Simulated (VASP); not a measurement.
# V (P-3m1) in VASP: single point with PBE

Aim: the single point of V with PBE.

Everything below comes from runs of VASP 6.6.1. Logs are shortened: lines on timing, memory, paths and dates and some standing lists are left out, and cuts for length are marked.

### 1 The cell of the first run

The structure is trigonal, space group P-3m1 (No. 164). The conventional cell has a = 2.620 Å, b = 2.620 Å, c = 11.655 Å, α = 90.00°, β = 90.00°, γ = 120.00°. Within 3.5 Å of V (site symmetry 3m) lie 12 V at 2.62 to 2.78 Å. Within 3.5 Å of V (site symmetry -3m) lie 12 V at 2.62 to 2.78 Å. V (site symmetry 3m) has 12 V at 2.62 to 2.78 Å within 3.5 Å.

### 2 Single point, PBE

Input file INCAR:

```
ALGO = Fast ; EDIFF = 1E-6
ENCUT = 520 ; GGA = PE
ISIF = 2 ; ISMEAR = 0
KPAR = 4 ; LASPH = True
LCHARG = False ; LREAL = False
LWAVE = False ; NBANDS = 40
NELM = 80 ; PREC = Accurate
SIGMA = 0.1
```

Input file KPOINTS:

```
k-points
0
Gamma
  30 30 8
```

Input file POSCAR:

```
V
1.0
    2.6197935537      0.0000000000      0.0000000000
   -1.3098967769      2.2688077702      0.0000000000
    0.0000000000      0.0000000000     11.6550112609
V
5
Direct
    0.0000000000      0.0000000000      0.0002370495
    0.3333333333      0.6666666667      0.2000000000
    0.6666666667      0.3333333333      0.3997629505
    0.0000000000      0.0000000000      0.5998323750
    0.6666666667      0.3333333333      0.8001676250
```

Potentials or basis: VASP PAW PBE potentials, release 64 (V_sv).

On the command line:

```sh
cat potpaw_PBE.64/V_sv/POTCAR > POTCAR
mpirun -np 4 vasp_std > vasp.out
```

OUTCAR:

```text
EDIFF = 1E-6
   ENCUT = 520
   GGA = PE
   ISIF = 2
   ISMEAR = 0
   LASPH = True
   LREAL = False
   NELM = 80
   PREC = Accurate

 ion  position               nearest neighbor table
   1  0.000  0.000  0.000-   2 2.78   2 2.78   2 2.78   5 2.78   5 2.78   5 2.78
   2  0.333  0.667  0.200-   3 2.78   3 2.78   1 2.78   1 2.78   1 2.78   3 2.78
   3  0.667  0.333  0.400-   2 2.78   2 2.78   2 2.78   4 2.78   4 2.78   4 2.78
   4  0.000  0.000  0.600-   3 2.78   3 2.78   3 2.78   5 2.78   5 2.78   5 2.78
   5  0.667  0.333  0.800-   1 2.78   1 2.78   1 2.78   4 2.78   4 2.78   4 2.78

  LATTYP: Found a hexagonal cell.
 ALAT       =     2.6197935537
 C/A-ratio  =     4.4488281317

  Lattice vectors:

 A1 = (   2.6197935537,   0.0000000000,   0.0000000000)
 A2 = (  -1.3098967769,   2.2688077702,   0.0000000000)
 A3 = (   0.0000000000,   0.0000000000,  11.6550112609)

Analysis of symmetry for initial positions (statically):
=====================================================================
 Subroutine PRICEL returns:
 Original cell was already a primitive cell.

 Routine SETGRP: Setting up the symmetry group for a
 hexagonal supercell.

 Subroutine GETGRP returns: Found 12 space group operations
 (whereof  6 operations were pure point group operations)
 out of a pool of 24 trial point group operations.

The static configuration has the point symmetry C_3v.
 The point group associated with its full space group is D_3d.

Analysis of symmetry for dynamics (positions and initial velocities):
=====================================================================
 Subroutine PRICEL returns:
 Original cell was already a primitive cell.

 Routine SETGRP: Setting up the symmetry group for a
 hexagonal supercell.

 Subroutine GETGRP returns: Found 12 space group operations
 (whereof  6 operations were pure point group operations)
 out of a pool of 24 trial point group operations.

The dynamic configuration has the point symmetry C_3v.
 The point group associated with its full space group is D_3d.

 Subroutine INISYM returns: Found 12 space group operations
 (whereof  6 operations are pure point group operations),
 and found     1 'primitive' translations

----------------------------------------------------------------------------------------

                                     Primitive cell

  volume of cell :      69.2751

[... 82 lines left out ...]
   NGX,Y,Z   is equivalent  to a cutoff of  12.69, 12.69, 12.84 a.u.
   NGXF,Y,Z  is equivalent  to a cutoff of  25.38, 25.38, 25.68 a.u.
 SYSTEM =  unknown system
   PREC   = accura    normal or accurate (medium, high low for compatibility)
   ISTART =      0    job   : 0-new  1-cont  2-samecut
   ICHARG =      2    charge: 1-file 2-atom 10-const
   ISPIN  =      1    spin polarized calculation?
   LNONCOLLINEAR =      F non collinear calculations
   LSORBIT =      F    spin-orbit coupling
   LASPH  =      T    aspherical Exc in radial PAW
   ENCUT  =  520.0 eV  38.22 Ry    6.18 a.u.   4.87  4.87 21.67*2*pi/ulx,y,z
   NELM   =     80;   NELMIN=  2; NELMDL= -5     # of ELM steps
   EDIFF  = 0.1E-05   stopping-criterion for ELM
   LREAL  =      F    real-space projection
[... 7 lines left out ...]
   TEBEG  =    0.0;   TEEND  =   0.0 temperature during run
   PSTRESS=    0.0 pullay stress
   NELECT =      65.0000    total number of electrons
   NUPDOWN=      -1.0000    fix difference up-down
   EMIN   =  10.00;   EMAX   =-10.00  energy-range for DOS
   EFERMI =   0.00;   METHOD = LEGACY
   ISMEAR =     0;   SIGMA  =   0.10  broadening in eV -4-tet -1-fermi 0-gaus
   EFERMI_NEDOS =   21; number of points for ismear=-14 and -15
   IALGO  =     68    algorithm
   IMIX   =      4    mixing-type and parameters
     AMIX     =   0.40;   BMIX     =  1.00
     AMIX_MAG =   1.60;   BMIX_MAG =  1.00
  volume/ion in A,a.u.               =      13.86        93.50
  Fermi-wavevector in a.u.,A,eV,Ry     =   1.602705  3.028672 34.948765  2.568662
  Thomas-Fermi vector in A             =   2.699483
   LORBIT       =      0    0 simple, 1 ext, 2 COOP (PROOUT), +10 PAW based schemes
   GGA     = PE    functional components
   LHFCALC =     F    Hartree Fock is set to
   AEXX    =    0.0000 exact exchange contribution
   IVDW    =     0    specifies the selected vdW correction
   LEPSILON=     F    determine dielectric tensor
   LRPA    =     F    only Hartree local field effects (RPA)
 non-spin polarized calculation
 RMM-DIIS sequential band-by-band and
 Gauss-broadening in eV      SIGMA  =   0.10
  energy-cutoff  :      520.00
  volume of cell :       69.28
 maximum number of plane-waves:      1905
   NGX =  9   NGY =  9   NGZ = 43

 number of electron      65.0000021 magnetization

 Free energy of the ion-electron system (eV)
  ---------------------------------------------------
  ext. energy  EPLUGINS =         0.00000000
  ---------------------------------------------------
  free energy    TOTEN  =       -43.75804156 eV

  energy without entropy =      -43.71285277  energy(sigma->0) =      -43.73544716

 E-fermi :   9.6642     XC(G=0): -12.7418

 val. band max:        9.6634180460   @ k =  -0.1667   0.3667   0.1250
 cond. band min:       9.6644803004   @ k =   0.4333   0.1000   0.3750
 fundamental gap:      0.0010622544
 Fermi energy:         9.6642019410

 k-point     1 :       0.0000    0.0000    0.0000
  band No.  band energies     occupation
      1     -54.3492      2.00000
      2     -54.3123      2.00000
      3     -54.3046      2.00000
      4     -54.2481      2.00000
      5     -54.2362      2.00000
      6     -28.4015      2.00000
[... 1021 lines left out ...]
     39      11.4104      0.00000
     40      11.4633      0.00000

 [... further k-points ...]
[... 5 lines left out ...]
  --------------------------------------------------------------------------------------
  -------------------------------------------------------------------------------------
  Total        0.0811480      0.0811480      0.0903979     -0.0000000      0.0000000      0.0000000
  in kB        1.8767698      1.8767698      2.0906977     -0.0000000      0.0000000      0.0000000
  external PRESSURE =       1.9480791 kB  Pullay stress =       0.0000000 kB

 VOLUME and BASIS-vectors are now :
 -----------------------------------------------------------------------------
  energy-cutoff  :      520.00
  volume of cell :       69.28
      direct lattice vectors                 reciprocal lattice vectors
     2.619793554  0.000000000  0.000000000     0.381709467  0.220380063  0.000000000
    -1.309896777  2.268807770  0.000000000     0.000000000  0.440760127  0.000000000
     0.000000000  0.000000000 11.655011261     0.000000000  0.000000000  0.085800003

 POSITION                                       TOTAL-FORCE (eV/Angst)
 -----------------------------------------------------------------------------------
      0.00000      0.00000      0.00276        -0.000000      0.000000     -0.001874
     -0.00000      1.51254      2.33100         0.000000      0.000000      0.000000
      1.30990      0.75627      4.65924         0.000000      0.000000      0.001874
      0.00000      0.00000      6.99105        -0.000000      0.000000     -0.002779
      1.30990      0.75627      9.32596         0.000000     -0.000000      0.002779
 -----------------------------------------------------------------------------------
    total drift:                               -0.000000      0.000000     -0.000003

  FREE ENERGIE OF THE ION-ELECTRON SYSTEM (eV)
  ---------------------------------------------------
  free  energy   TOTEN  =       -43.7580415614 eV

  energy  without entropy=      -43.7128527676  energy(sigma->0) =      -43.73544716
```

stdout:

```text
POSCAR found type information on POSCAR V
 POSCAR found :  1 types and       5 ions
 scaLAPACK will be used
 LDA part: xc-table for (Slater+PW92), standard interpolation
 POSCAR, INCAR and KPOINTS ok, starting setup
 FFT: planning ... GRIDC
 FFT: planning ... GRID_SOFT
 FFT: planning ... GRID
 WAVECAR not read
 entering main loop
```

Run time: 21 min. Hardware: 4 MPI ranks of Oxide Virtual Turin-like, shared host; peak memory 1.2 GiB.

What came out:

| Property | Result |
| --- | --- |
| Free energy | -43.7580 eV |
| Pressure | 0.2 GPa |
| Band gap on the k mesh | zero (an odd number of electrons rules out a gap without spin polarisation) |

Forces on the atoms (eV/Å):
```
V    0.000  0.000 -0.002
V    0.000  0.000  0.000
V    0.000  0.000  0.002
V    0.000  0.000 -0.003
V    0.000  0.000  0.003
```
